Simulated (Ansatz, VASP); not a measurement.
# VSeS3: VASP beside Ansatz

```xyz
5
Lattice="4.7909 0.0000 0.0000 0.0000 4.7909 0.0000 0.0000 0.0000 4.7909" Properties=species:S:1:pos:R:3 pbc="T T T"
V     0.0000    0.0000    0.0000
Se    2.3955    2.3955    2.3955
S     0.0000    2.3955    2.3955
S     2.3955    0.0000    2.3955
S     2.3955    2.3955    0.0000
```

Change from the starting cell: species swapped into the TmBRh3 type (Pm-3m, No. 221).

Alike in both runs: task single point; functional PBE; k mesh 4 × 4 × 4; occupations gaussian, width 0.1 eV; collinear spin.

|  | VASP | Ansatz |
| --- | --- | --- |
| version | VASP 6.6.1 | Ansatz 0.2.0 |
| potentials or method | VASP PAW PBE potentials, release 64 (V_sv, Se, S), cutoff 520 eV | scalar-relativistic, plane waves, PAW |
| valence electrons in the cell | 37 | 47 |

|  | VASP | Ansatz | Ansatz less VASP |
| --- | --- | --- | --- |
| gap on the k mesh at the Fermi level (eV) | none | none | - |
| pressure (GPa) | -1.5 | -1.4 | +0.04 |
| net moment per atom (μB) | 0.51 | 0.51 | 0.000 |
| size of the moment on the site where the two differ most (μB) | 2.81 | 3.03 | +0.213 |

Site moments also hang on the region over which each program counts them. A gap of «none» marks a metal or a gap that the smearing closes. With one functional, cell and mesh, what is left measures potentials, basis and numerics. VASP's potentials hold 37 valence electrons a cell and Ansatz's 47, so a difference there can come from the potentials and not from the codes.
